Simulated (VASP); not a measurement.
# ZnO (P6_3mc) in VASP: vibrations by perturbation theory with PBE

Aim: the vibrations by perturbation theory of ZnO with PBE.

Program: VASP 6.6.1. These are calculated values, not measurements. Logs are shortened: lines on timing, memory, paths and dates and some standing lists are left out, and cuts for length are marked.

## 1. The cell of the first run

The structure is hexagonal, space group P6_3mc (No. 186). The conventional cell has a = 3.250 Å, b = 3.250 Å, c = 5.207 Å, α = 90.00°, β = 90.00°, γ = 120.00°. Within 2.6 Å of Zn (site symmetry 3m) lie 4 O at 1.97 to 1.99 Å. Within 2.6 Å of O (site symmetry 3m) lie 4 Zn at 1.97 to 1.99 Å.

## 2. Vibrations by perturbation theory, PBE

The input, INCAR:

```
SYSTEM = ZnO
ALGO = Normal
EDIFF = 1E-8
ENCUT = 520
GGA = PE
IBRION = 8
ISIF = 2
ISMEAR = 0
LASPH = .True.
LCHARG = .False.
LREAL = .False.
LWAVE = .False.
NBANDS = 26
NELM = 60
NSW = 1
PREC = Accurate
SIGMA = 0.01
```

The input, KPOINTS:

```
k-points
0
Gamma
  8 8 6
  0 0 0
```

The input, POSCAR:

```
ZnO
1.0
    3.2498000000      0.0000000000      0.0000000000
   -1.6249000000      2.8144093572      0.0000000000
    0.0000000000      0.0000000000      5.2066000000
Zn O
2 2
Direct
    0.3333333333      0.6666666667      0.0000000000
    0.6666666667      0.3333333333      0.5000000000
    0.3333333333      0.6666666667      0.3819000000
    0.6666666667      0.3333333333      0.8819000000
```

Potentials or basis: VASP PAW PBE potentials, release 64 (Zn, O).

Started as:

```console
cat potpaw_PBE.64/Zn/POTCAR potpaw_PBE.64/O/POTCAR > POTCAR
mpirun -np 1 vasp_std > vasp.out
```

OUTCAR:

```text
SYSTEM = ZnO
   EDIFF = 1E-8
   ENCUT = 520
   GGA = PE
   IBRION = 8
   ISIF = 2
   ISMEAR = 0
   LASPH = .True.
   LREAL = .False.
   NELM = 60
   NSW = 1
   PREC = Accurate

 ion  position               nearest neighbor table
   1  0.333  0.667  0.000-   4 1.97   4 1.97   4 1.97   3 1.99
   2  0.667  0.333  0.500-   3 1.97   3 1.97   3 1.97   4 1.99
   3  0.333  0.667  0.382-   2 1.97   2 1.97   2 1.97   1 1.99
   4  0.667  0.333  0.882-   1 1.97   1 1.97   1 1.97   2 1.99

  LATTYP: Found a hexagonal cell.
 ALAT       =     3.2498000000
 C/A-ratio  =     1.6021293618

  Lattice vectors:

 A1 = (   3.2498000000,   0.0000000000,   0.0000000000)
 A2 = (  -1.6249000000,   2.8144093572,   0.0000000000)
 A3 = (   0.0000000000,   0.0000000000,   5.2066000000)

Analysis of symmetry for initial positions (statically):
=====================================================================
 Subroutine PRICEL returns:
 Original cell was already a primitive cell.

 Routine SETGRP: Setting up the symmetry group for a
 hexagonal supercell.

 Subroutine GETGRP returns: Found 12 space group operations
 (whereof  6 operations were pure point group operations)
 out of a pool of 24 trial point group operations.

The static configuration has the point symmetry C_3v.
 The point group associated with its full space group is C_6v.

Analysis of symmetry for dynamics (positions and initial velocities):
=====================================================================
 Subroutine PRICEL returns:
 Original cell was already a primitive cell.

 Routine SETGRP: Setting up the symmetry group for a
 hexagonal supercell.

 Subroutine GETGRP returns: Found 12 space group operations
 (whereof  6 operations were pure point group operations)
 out of a pool of 24 trial point group operations.

The dynamic configuration has the point symmetry C_3v.
 The point group associated with its full space group is C_6v.

 Subroutine INISYM returns: Found 12 space group operations
 (whereof  6 operations are pure point group operations),
 and found     1 'primitive' translations

----------------------------------------------------------------------------------------

                                     Primitive cell

  volume of cell :      47.6210

  direct lattice vectors                    reciprocal lattice vectors
     3.249800000  0.000000000  0.000000000     0.307711244  0.177657169  0.000000000
    -1.624900000  2.814409357  0.000000000     0.000000000  0.355314339  0.000000000
     0.000000000  0.000000000  5.206600000     0.000000000  0.000000000  0.192063919

  length of vectors
     3.249800000  3.249800000  5.206600000     0.355314339  0.355314339  0.192063919

  position of ions in fractional coordinates (direct lattice)
     0.333333333  0.666666667  0.000000000
     0.666666667  0.333333333  0.500000000
     0.333333333  0.666666667  0.381900000
     0.666666667  0.333333333  0.881900000

  ion indices of the primitive-cell ions
   primitive index   ion index
                 1           1
                 2           2
                 3           3
[... 115 lines left out ...]
 Free energy of the ion-electron system (eV)
  ---------------------------------------------------
  ext. energy  EPLUGINS =         0.00000000
  ---------------------------------------------------
  free energy    TOTEN  =       -17.82358178 eV

  energy without entropy =      -17.82358178  energy(sigma->0) =      -17.82358178

 E-fermi :   1.3241     XC(G=0): -10.9087

 val. band max:        1.2013856881   @ k =   0.0000   0.0000   0.0000
 cond. band min:       1.9891738749   @ k =   0.0000   0.0000   0.0000
 fundamental gap:      0.7877881868
 Fermi energy:         1.3240857688

 k-point     1 :       0.0000    0.0000    0.0000
  band No.  band energies     occupation
      1     -16.8874      2.00000
      2     -16.1596      2.00000
      3      -4.5023      2.00000
      4      -4.5022      2.00000
      5      -4.4183      2.00000
      6      -4.4071      2.00000
[... 685 lines left out ...]
     25      14.7079      0.00000
     26      15.0788      0.00000

 [... further k-points ...]
[... 5 lines left out ...]
  --------------------------------------------------------------------------------------
  -------------------------------------------------------------------------------------
  Total        1.7230958      1.7230958      1.8013814      0.0000000      0.0000000      0.0000000
  in kB       57.9724821     57.9724821     60.6063504      0.0000000      0.0000000      0.0000000
  external PRESSURE =      58.8504382 kB  Pullay stress =       0.0000000 kB

 VOLUME and BASIS-vectors are now :
 -----------------------------------------------------------------------------
  energy-cutoff  :      520.00
  volume of cell :       47.62
      direct lattice vectors                 reciprocal lattice vectors
     3.249800000  0.000000000  0.000000000     0.307711244  0.177657169  0.000000000
    -1.624900000  2.814409357  0.000000000     0.000000000  0.355314339  0.000000000
     0.000000000  0.000000000  5.206600000     0.000000000  0.000000000  0.192063919

 POSITION                                       TOTAL-FORCE (eV/Angst)
 -----------------------------------------------------------------------------------
     -0.00000      1.87627      0.00000        -0.000000      0.000000      0.029920
      1.62490      0.93814      2.60330         0.000000     -0.000000      0.029920
     -0.00000      1.87627      1.98840         0.000000      0.000000     -0.029920
      1.62490      0.93814      4.59170        -0.000000      0.000000     -0.029920
 -----------------------------------------------------------------------------------
    total drift:                               -0.000000     -0.000000     -0.000083

  FREE ENERGIE OF THE ION-ELECTRON SYSTEM (eV)
  ---------------------------------------------------
  free  energy   TOTEN  =       -17.8235817818 eV

  energy  without entropy=      -17.8235817818  energy(sigma->0) =      -17.82358178

[... ionic steps 2 to 9 ...]

--------------------------------------- Ionic step       10  -------------------------------------------

------------------------ aborting loop because EDIFF is reached ----------------------------------------

[... ionic steps 11 to 11 ...]

--------------------------------------- Ionic step       12  -------------------------------------------

 Free energy of the ion-electron system (eV)
  ---------------------------------------------------
  ---------------------------------------------------
  free energy    TOTEN  =        -0.37842242 eV

  energy without entropy =       -0.37842242

------------------------ aborting loop because EDIFF is reached ----------------------------------------

 INTERNAL STRAIN TENSOR  FOR ION    3  DIRECTION 3   (eV/Angst):
 -----------------------------------------------------------------------------
     4.73514  0.00000  0.00000
     0.00000  4.73514 -0.00000
     0.00000  0.00000 -9.49794

 INTERNAL STRAIN TENSOR FOR ION    4 for displacements in x,y,z  (eV/Angst):
          X           Y           Z          XY          YZ          ZX
  --------------------------------------------------------------------------------
  x     0.00000    -0.00000     0.00000     8.77333     0.00000     4.71769
  y     8.77333    -8.77333     0.00000    -0.00000     4.93102    -0.00000
  z     4.73514     4.73514    -9.49794     0.00000     0.00000     0.00000

 SECOND DERIVATIVES (NOT SYMMETRIZED)
 ------------------------------------
               1X          1Y          1Z          2X          2Y          2Z          3X          3Y          3Z          4X          4Y          4Z
  1X    -8.079850    0.000000    0.000000    0.354157    0.000000   -0.000000   -0.012143   -0.000000   -0.000000    7.737837    0.000000   -0.000000
  1Y     0.000000   -8.079850    0.000000    0.000000    0.354157    0.000000   -0.000000   -0.012143    0.000000    0.000000    7.737837    0.000000
  1Z     0.000000    0.000000  -11.237260    0.000000   -0.000000    4.829572    0.000000   -0.000000    5.093718    0.000000   -0.000000    1.313970
  2X     0.354157    0.000000    0.000000   -8.079850   -0.000000   -0.000000    7.737837    0.000000    0.000000   -0.012143    0.000000   -0.000000
  2Y     0.000000    0.354157   -0.000000    0.000000   -8.079850   -0.000000    0.000000    7.737837   -0.000000   -0.000000   -0.012143   -0.000000
  2Z     0.000000   -0.000000    4.829572    0.000000    0.000000  -11.237260   -0.000000    0.000000    1.313970   -0.000000    0.000000    5.093718
  3X    -0.025303   -0.000000    0.000000    7.732067    0.000000   -0.000000   -8.658229    0.000000   -0.000000    0.951465   -0.000000    0.000000
  3Y     0.000000   -0.025303    0.000000    0.000000    7.732067    0.000000    0.000000   -8.658229    0.000000    0.000000    0.951465    0.000000
  3Z     0.000000   -0.000000    5.190528    0.000000    0.000000    1.353834    0.000000    0.000000  -11.517308    0.000000    0.000000    4.972946
  4X     7.732067    0.000000    0.000000   -0.025303    0.000000    0.000000    0.951465    0.000000    0.000000   -8.658229    0.000000    0.000000
  4Y    -0.000000    7.732067    0.000000    0.000000   -0.025303    0.000000   -0.000000    0.951465   -0.000000    0.000000   -8.658229    0.000000
  4Z     0.000000   -0.000000    1.353834    0.000000    0.000000    5.190528    0.000000    0.000000    4.972946    0.000000   -0.000000  -11.517308

 Eigenvectors and eigenvalues of the dynamical matrix
 ----------------------------------------------------

   1 f  =   16.003494 THz   100.552917 2PiTHz  533.819090 cm-1    66.185102 meV
             X         Y         Z           dx          dy          dz
     -0.000000  1.876273  0.000000     0.000000    0.000000    0.102677
      1.624900  0.938136  2.603300    -0.000000   -0.000000   -0.102677
     -0.000000  1.876273  1.988401     0.000000    0.000000   -0.699612
      1.624900  0.938136  4.591701    -0.000000   -0.000000    0.699612
[... 71 lines left out ...]
  12 f/i=    0.046385 THz     0.291446 2PiTHz    1.547240 cm-1     0.191833 meV
             X         Y         Z           dx          dy          dz
     -0.000000  1.876273  0.000000     0.000000   -0.000000    0.635105
      1.624900  0.938136  2.603300     0.000000   -0.000000    0.635105
     -0.000000  1.876273  1.988401     0.000000   -0.000000    0.310872
      1.624900  0.938136  4.591701     0.000000   -0.000000    0.310872

--------------------------------------------------------------------------------------------------------

 ELASTIC MODULI CONTR FROM IONIC RELAXATION (kBar)
 Direction    XX          YY          ZZ          XY          YZ          ZX
 --------------------------------------------------------------------------------
 XX        -780.9328    315.7955    465.8181     -0.0000     -0.0000     -0.0000
 YY         315.7955   -780.9328    465.8181      0.0000      0.0000      0.0000
 ZZ         465.8181    465.8181   -932.9999     -0.0000     -0.0000     -0.0000
 XY          -0.0000      0.0000     -0.0000   -548.3641     -0.0000     -0.0000
 YZ           0.0000      0.0000     -0.0000     -0.0000   -198.8453     -0.0000
 ZX          -0.0000      0.0000     -0.0000     -0.0000     -0.0000   -197.0716
 --------------------------------------------------------------------------------
```

Run time: 19 min. Hardware: 1 thread of AMD EPYC 7R13, shared host; peak memory 0.51 GiB.

What came out:

| Quantity | Value |
| --- | --- |
| Highest phonon frequency at Γ, LO-TO splitting left out | 534 cm⁻¹ |

Phonon frequencies in cm⁻¹ (negative: imaginary):
```csv
q point,frequencies
"(0.000, 0.000, 0.000)",-2 0 0 88 88 249 371 404 404 437 437 534
```

Caveat: the cell wasn't relaxed at this level first, which shifts response properties.
